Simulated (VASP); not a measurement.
# AgRh (P-6m2) in VASP: a series of runs, part 2 of 2

VASP 6.6.1. Earlier steps stand in the parts before.

### Step 3. Single point, PBE, collinear spin, ferromagnetic start

Contents of INCAR:

```
PREC     = Accurate       # precision mode
ENCUT    = 520            # plane-wave cutoff, eV
EDIFF    = 1E-6           # SCF threshold, eV
ISMEAR   = -1             # smearing method
SIGMA    = 0.05           # smearing width, eV
LREAL    = F              # projectors in reciprocal space
LASPH    = T              # aspherical terms in the spheres
NELM     = 150            # most SCF steps
ALGO     = Normal         # electronic algorithm
ISIF     = 2              # what is computed and relaxed
LWAVE    = F              # write WAVECAR
LCHARG   = T              # write CHGCAR
ISPIN    = 2              # spin polarisation
MAGMOM   = 0 1            # initial moments
LORBIT   = 11             # projections on sites
LMAXMIX  = 4              # l up to which the mixer works
GGA      = PE             # functional
LELF     = T              # ELF
LVHAR    = T            
NBANDS   = 24             # bands
```

Contents of KPOINTS:

```
regular mesh
0
Gamma
  14 14 7
```

Contents of POSCAR:

```
AgRh
1.0
    2.7775881998      0.0000000000      0.0000000000
   -1.3887940999      2.4054619423      0.0000000000
    0.0000000000      0.0000000000      4.8086020000
Ag Rh
1 1
Direct
    0.0000000000      0.0000000000      0.5000000000
    0.6666666667      0.3333333333      0.0000000000
```

Potentials or basis: VASP PAW PBE potentials, release 64 (Ag, Rh_pv).

Launch:

```bash
> cat potpaw_PBE.64/Ag/POTCAR potpaw_PBE.64/Rh_pv/POTCAR > POTCAR
> mpirun -np 1 vasp_std > vasp.out
```

OUTCAR:

```text
PREC = Accurate
   ENCUT = 520
   EDIFF = 1E-6
   ISMEAR = -1
   LREAL = F
   LASPH = T
   NELM = 150
   ISIF = 2
   ISPIN = 2
   LORBIT = 11
   GGA = PE

 ion  position               nearest neighbor table
   1  0.000  0.000  0.500-   2 2.89   2 2.89   2 2.89   2 2.89   2 2.89   2 2.89
   2  0.667  0.333  0.000-   1 2.89   1 2.89   1 2.89   1 2.89   1 2.89   1 2.89

  LATTYP: Found a hexagonal cell.
 ALAT       =     2.7775881998
 C/A-ratio  =     1.7312148721

  Lattice vectors:

 A1 = (   2.7775881998,   0.0000000000,   0.0000000000)
 A2 = (  -1.3887940999,   2.4054619423,   0.0000000000)
 A3 = (   0.0000000000,   0.0000000000,   4.8086020000)

Analysis of symmetry for initial positions (statically):
=====================================================================
 Subroutine PRICEL returns:
 Original cell was already a primitive cell.

 Routine SETGRP: Setting up the symmetry group for a
 hexagonal supercell.

 Subroutine GETGRP returns: Found 12 space group operations
 (whereof 12 operations were pure point group operations)
 out of a pool of 24 trial point group operations.

The static configuration has the point symmetry D_3h.

Analysis of symmetry for dynamics (positions and initial velocities):
=====================================================================
 Subroutine PRICEL returns:
 Original cell was already a primitive cell.

 Routine SETGRP: Setting up the symmetry group for a
 hexagonal supercell.

 Subroutine GETGRP returns: Found 12 space group operations
 (whereof 12 operations were pure point group operations)
 out of a pool of 24 trial point group operations.

The dynamic configuration has the point symmetry D_3h.

Analysis of structural, dynamic, and magnetic symmetry:
=====================================================================
 Subroutine PRICEL returns:
 Original cell was already a primitive cell.

 Routine SETGRP: Setting up the symmetry group for a
 hexagonal supercell.
[... 147 lines left out ...]
  ext. energy  EPLUGINS =         0.00000000
  ---------------------------------------------------
  free energy    TOTEN  =        -9.45895810 eV

  energy without entropy =       -9.44021834  energy(sigma->0) =       -9.44958822

 E-fermi :   8.8662     XC(G=0): -12.7902

 val. band max:        8.8640532132   @ k =   0.2857   0.0714   0.1429
 cond. band min:       8.8669398747   @ k =   0.4286   0.0000   0.1429
 fundamental gap:      0.0028866615
 Fermi energy:         8.8661586121

 spin component 1

 k-point     1 :       0.0000    0.0000    0.0000
  band No.  band energies     occupation
      1     -37.0408      1.00000
      2     -36.9822      1.00000
      3     -36.9822      1.00000
      4       1.6694      1.00000
      5       3.1013      1.00000
      6       4.5672      1.00000
[... 637 lines left out ...]
     23      30.2835      0.00000
     24      33.1258      0.00000

 [... further k-points ...]

 spin component 2

 k-point     1 :       0.0000    0.0000    0.0000
  band No.  band energies     occupation
      1     -36.6728      1.00000
      2     -36.6728      1.00000
      3     -36.5943      1.00000
      4       1.6837      1.00000
      5       3.1212      1.00000
      6       4.5768      1.00000
[... 637 lines left out ...]
     23      30.8310      0.00000
     24      33.1536      0.00000

 [... further k-points ...]

------------------------ aborting loop because EDIFF is reached ----------------------------------------

  FORCE on cell =-STRESS in cart. coord.  units (eV):
  Direction    XX          YY          ZZ          XY          YZ          ZX
  --------------------------------------------------------------------------------------
  -------------------------------------------------------------------------------------
  Total       -0.3906292     -0.3906292     -0.5187801     -0.0000000      0.0000000      0.0000000
  in kB      -19.4800526    -19.4800526    -25.8707315     -0.0000000      0.0000000      0.0000000
  external PRESSURE =     -21.6102789 kB  Pullay stress =       0.0000000 kB

 VOLUME and BASIS-vectors are now :
 -----------------------------------------------------------------------------
  energy-cutoff  :      520.00
  volume of cell :       32.13
      direct lattice vectors                 reciprocal lattice vectors
     2.777588200  0.000000000  0.000000000     0.360024571  0.207860283  0.000000000
    -1.388794100  2.405461942  0.000000000     0.000000000  0.415720566  0.000000000
     0.000000000  0.000000000  4.808602000     0.000000000  0.000000000  0.207960651

 POSITION                                       TOTAL-FORCE (eV/Angst)
 -----------------------------------------------------------------------------------
      0.00000      0.00000      2.40430        -0.000000     -0.000000      0.000000
      1.38879      0.80182      0.00000         0.000000      0.000000      0.000000
 -----------------------------------------------------------------------------------
    total drift:                               -0.000000      0.000000      0.000000

  FREE ENERGIE OF THE ION-ELECTRON SYSTEM (eV)
  ---------------------------------------------------
  free  energy   TOTEN  =        -9.4589581025 eV

  energy  without entropy=       -9.4402183446  energy(sigma->0) =       -9.44958822

 total charge

# of ion       s       p       d       tot
------------------------------------------
    1        0.427   0.348   9.155   9.929
    2        0.349   6.187   7.080  13.616
--------------------------------------------------
tot          0.776   6.535  16.234  23.545

 magnetization (x)

# of ion       s       p       d       tot
------------------------------------------
    1       -0.004  -0.007   0.025   0.014
    2        0.001  -0.001   0.451   0.451
--------------------------------------------------
tot         -0.002  -0.008   0.476   0.465
```

OSZICAR:

```text
N       E                     dE             d eps       ncg     rms          rms(c)
DAV:   1     0.227248189346E+03    0.22725E+03   -0.14720E+04  9224   0.113E+03
DAV:   2    -0.472456477293E+01   -0.23197E+03   -0.22290E+03 10248   0.338E+02
DAV:   3    -0.101252938714E+02   -0.54007E+01   -0.53828E+01 10864   0.565E+01
DAV:   4    -0.101541056820E+02   -0.28812E-01   -0.28804E-01 11056   0.410E+00
DAV:   5    -0.101544840034E+02   -0.37832E-03   -0.37820E-03 10744   0.474E-01    0.945E+00
DAV:   6    -0.951724828108E+01    0.63724E+00   -0.23264E+00 10728   0.162E+01    0.622E+00
DAV:   7    -0.948976672259E+01    0.27482E-01   -0.65273E-01 11232   0.664E+00    0.282E+00
DAV:   8    -0.946328850199E+01    0.26478E-01   -0.18825E-01  9712   0.386E+00    0.183E+00
DAV:   9    -0.945889490172E+01    0.43936E-02   -0.11202E-02 11384   0.866E-01    0.232E-01
DAV:  10    -0.945893460359E+01   -0.39702E-04   -0.57339E-04 10696   0.167E-01    0.901E-02
DAV:  11    -0.945895510952E+01   -0.20506E-04   -0.10560E-04 11000   0.615E-02    0.300E-02
DAV:  12    -0.945895748807E+01   -0.23786E-05   -0.12072E-05 10576   0.259E-02    0.919E-03
DAV:  13    -0.945895810248E+01   -0.61441E-06   -0.11142E-06  7744   0.746E-03
   1 F= -.94589581E+01 E0= -.94495882E+01  d E =-.187398E-01  mag=     0.4604
```

stdout:

```text
POSCAR found type information on POSCAR AgRh
 POSCAR found :  2 types and       2 ions
 scaLAPACK will be used
 LDA part: xc-table for (Slater+PW92), standard interpolation
 POSCAR, INCAR and KPOINTS ok, starting setup
 FFT: planning ... GRIDC
 FFT: planning ... GRID_SOFT
 FFT: planning ... GRID
 WAVECAR not read
 entering main loop
```

It took 2.1 min on 1 thread of Intel Xeon 8259CL, shared host; peak memory 0.25 GiB.

Results:

```yaml
Free_energy: -9.4590 eV
Pressure: -2.2 GPa
Net_moment: 0.46 μB per cell
Site_moments: Ag +0.01; Rh +0.45 μB
Valence_electrons_inside_the_program's_atomic_spheres: Ag 9.93; Rh 13.62
```

Levels at points of the mesh, in eV from the Fermi level:
Spin up:
```csv
k point,band 11,band 12,band 13,band 14,band 15,band 16
"(0.00, 0.00, 0.00)",-1.94,-1.94,-0.15,-0.15,0.14,5.24
"(0.50, 0.00, 0.00)",-1.71,-0.35,0.94,1.80,3.92,8.38
```
Spin down:
| k point | band 11 | band 12 | band 13 | band 14 | band 15 | band 16 |
| --- | --- | --- | --- | --- | --- | --- |
| (0.00, 0.00, 0.00) | -1.71 | -1.71 | 0.16 | 0.32 | 0.32 | 5.37 |
| (0.50, 0.00, 0.00) | -1.55 | 0.07 | 1.20 | 1.84 | 4.02 | 8.40 |

### Step 4. Single point, PBE, collinear spin, ferromagnetic start (16.71 Å³/atom)

This run uses another cell than the first one, of 16.71 Å³/atom.

Contents of INCAR:

```
  PREC = Accurate
  ENCUT = 520
  EDIFF = 1E-6
  ISMEAR = -1
  SIGMA = 0.05
  LREAL = False
  LASPH = True
  NELM = 150
  ALGO = Normal
  ISIF = 2
  LWAVE = False
  LCHARG = True
  ISPIN = 2
  MAGMOM = 0 1
  LORBIT = 11
  LMAXMIX = 4
  GGA = PE
  LELF = True
  LVHAR = True
  NBANDS = 24
```

Contents of KPOINTS:

```
Automatic mesh
0
Gamma
  14 14 7
```

Contents of POSCAR:

```
AgRh
1.0
    2.8141396046      0.0000000000      0.0000000000
   -1.4070698023      2.4371163874      0.0000000000
    0.0000000000      0.0000000000      4.8718803355
Ag Rh
1 1
Direct
    0.0000000000      0.0000000000      0.5000000000
    0.6666666667      0.3333333333      0.0000000000
```

Launch:

```bash
> cat potpaw_PBE.64/Ag/POTCAR potpaw_PBE.64/Rh_pv/POTCAR > POTCAR
> mpirun -np 1 vasp_std > vasp.out
```

Run time: 2.1 min. Hardware: 1 thread of Intel Xeon 8259CL, shared host; peak memory 0.26 GiB.

The run converged. Its results:

```yaml
Free_energy: -9.4214 eV
Pressure: -7.2 GPa
Net_moment: 0.49 μB per cell
Site_moments: Ag +0.01; Rh +0.48 μB
Valence_electrons_inside_the_program's_atomic_spheres: Ag 9.88; Rh 13.57
```

Stress tensor (GPa, compression positive):
```
-7.35  0.00  0.00
 0.00 -7.35  0.00
 0.00  0.00 -6.97
```

Levels at points of the mesh, in eV from the Fermi level:
Spin up:
```csv
k point,band 10,band 11,band 12,band 13,band 14,band 15,band 16,band 17
"(0.00, 0.00, 0.00)",-3.07,-1.85,-1.85,-0.18,-0.18,0.22,4.96,16.53
"(0.50, 0.00, 0.00)",-2.24,-1.61,-0.38,0.85,1.73,3.77,8.12,8.38
```
Spin down:
```tsv
k point	band 9	band 10	band 11	band 12	band 13	band 14	band 15	band 16	band 17	band 18
(0.00, 0.00, 0.00)	-3.04	-3.03	-1.61	-1.61	0.24	0.31	0.31	5.10	16.50	17.04
(0.50, 0.00, 0.00)	-2.38	-2.23	-1.44	0.07	1.13	1.77	3.87	8.14	8.46	11.27
```

Caveat: the cell stands under tension.

### Step 5. Single point, PBE, collinear spin, ferromagnetic start (17.67 Å³/atom)

This run uses another cell than the first one, of 17.67 Å³/atom.

Contents of INCAR:

```
ALGO = Normal
EDIFF = 1E-7
ENCUT = 520
GGA = PE
ISIF = 2
ISMEAR = -1
ISPIN = 2
LASPH = T
LCHARG = F
LMAXMIX = 4
LORBIT = 11
LREAL = F
LWAVE = F
MAGMOM = 0 1
NBANDS = 24
NELM = 150
PREC = Accurate
SIGMA = 0.05
```

Contents of KPOINTS:

```
k-points
0
Gamma
  14 14 7
```

Contents of POSCAR:

```
AgRh
1.0
    2.8672490676      0.0000000000      0.0000000000
   -1.4336245338      2.4831105315      0.0000000000
    0.0000000000      0.0000000000      4.9638242277
Ag Rh
1 1
Direct
    0.0000000000      0.0000000000      0.5000000000
    0.6666666667      0.3333333333      0.0000000000
```

Launch:

```bash
> cat potpaw_PBE.64/Ag/POTCAR potpaw_PBE.64/Rh_pv/POTCAR > POTCAR
> mpirun -np 1 vasp_std > vasp.out
```

Run time: 4.1 min. Hardware: 1 thread of Intel Xeon 8259CL, shared host; peak memory 0.27 GiB.

It converged, with:

```yaml
Free_energy: -9.3009 eV
Pressure: -12.6 GPa
Net_moment: 0.51 μB per cell
Site_moments: Ag +0.01; Rh +0.51 μB
Valence_electrons_inside_the_program's_atomic_spheres: Ag 9.83; Rh 13.52
```

Stress tensor (GPa, compression positive):
```
-13.13   0.00   0.00
  0.00 -13.13   0.00
  0.00   0.00 -11.63
```

Levels at points of the mesh, in eV from the Fermi level:
Spin up:
| k point | band 10 | band 11 | band 12 | band 13 | band 14 | band 15 | band 16 | band 17 |
| --- | --- | --- | --- | --- | --- | --- | --- | --- |
| (0.00, 0.00, 0.00) | -2.98 | -1.73 | -1.73 | -0.22 | -0.22 | 0.34 | 4.59 | 16.38 |
| (0.50, 0.00, 0.00) | -2.25 | -1.48 | -0.42 | 0.73 | 1.65 | 3.56 | 7.76 | 8.10 |
Spin down:
```csv
k point,band 11,band 12,band 13,band 14,band 15,band 16
"(0.00, 0.00, 0.00)",-1.47,-1.47,0.31,0.31,0.36,4.73
"(0.50, 0.00, 0.00)",-1.30,0.07,1.03,1.69,3.66,7.79
```

Caveat: the cell stands under tension.

### Step 6. The runs side by side

| cell | gap on the mesh (eV) | pressure (GPa) | moment (μB) |
| --- | --- | --- | --- |
| a = 2.778, b = 2.778, c = 4.809 Å, angles 90.0, 90.0, 120.0°, 2 atoms | none | -2.2 | 0.46 |
| a = 2.814, b = 2.814, c = 4.872 Å, angles 90.0, 90.0, 120.0°, 2 atoms | none | -7.2 | 0.49 |
| a = 2.867, b = 2.867, c = 4.964 Å, angles 90.0, 90.0, 120.0°, 2 atoms | none | -12.6 | 0.51 |

Alike in all rows: task single point; level PBE; potentials or basis VASP PAW PBE potentials, release 64 (Ag, Rh_pv); spin collinear, ferromagnetic start; k mesh 14 × 14 × 7; cutoff (eV) 520; smearing fermi-dirac 0.05 eV.

Caveats: the cell stands under tension (at least some runs).

Total energies depend on the potentials used, so only differences within one code and one set of settings carry meaning.
